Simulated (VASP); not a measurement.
Set up this calculation in VASP 6.6.1, as the native input.

* Task: single point
* Functional: PBE
* Potentials or basis: VASP PAW PBE potentials, release 64 (Sc_sv, Ge_d, Se)
* Cutoff: 520 eV
* k mesh: 4 × 4 × 4
* Occupations: gaussian, width 0.1 eV
* Spin: no spin polarisation
* Dipole correction: no
* Further INCAR settings: ALGO = Normal; EDIFF = 1e-06; NBANDS = 41

The structure of Sc4GeSe lies in POSCAR:

```
Sc4GeSe
1.0
    4.9128013827      0.0000000000      0.0000000000
    0.0000000000      4.9128013827      0.0000000000
    0.0000000000      0.0000000000      8.0492663935
Sc Ge Se
4 1 1
Direct
    0.5000000000      0.0000000000      0.0000000000
    0.0000000000      0.5000000000      0.0000000000
    0.0000000000      0.0000000000      0.3205895633
    0.0000000000      0.0000000000      0.6794104367
    0.0000000000      0.0000000000      0.0000000000
    0.5000000000      0.5000000000      0.5000000000
```

The input as run:

INCAR

```
SYSTEM = Sc4GeSe
ALGO     = Normal         ! electronic algorithm
EDIFF    = 1E-6           ! SCF threshold, eV
ENCUT    = 520            ! plane-wave cutoff, eV
GGA      = PE             ! functional
ISIF     = 2              ! what is computed and relaxed
ISMEAR   = 0              ! smearing method
LASPH    = .True.         ! aspherical terms in the spheres
LCHARG   = .False.        ! write CHGCAR
LREAL    = .False.        ! projectors in reciprocal space
LWAVE    = .False.        ! write WAVECAR
NBANDS   = 41             ! bands
NELM     = 80             ! most SCF steps
PREC     = Accurate       ! precision mode
SIGMA    = 0.1            ! smearing width, eV
```

KPOINTS

```
k-points
0
Gamma
  4 4 4
  0 0 0
```

Potentials or basis: VASP PAW PBE potentials, release 64 (Sc_sv, Ge_d, Se).

The run is started by

```sh
$ cat potpaw_PBE.64/Sc_sv/POTCAR potpaw_PBE.64/Ge_d/POTCAR potpaw_PBE.64/Se/POTCAR > POTCAR
$ mpirun -np 1 vasp_std > vasp.out
```

It gave:

* Pressure: 0.0 GPa
* Largest force: 0.010 eV/Å
* Band gap on the k mesh: zero (band 32 reaches 2.69 eV, above the bottom of band 33 at 2.00 eV)

It took 2.6 min on 1 thread of Intel(R) Xeon(R) Platinum 8259CL CPU @ 2.50GHz (Skylake/Cascade Lake), with other jobs on the host, peak memory 0.38 GiB.
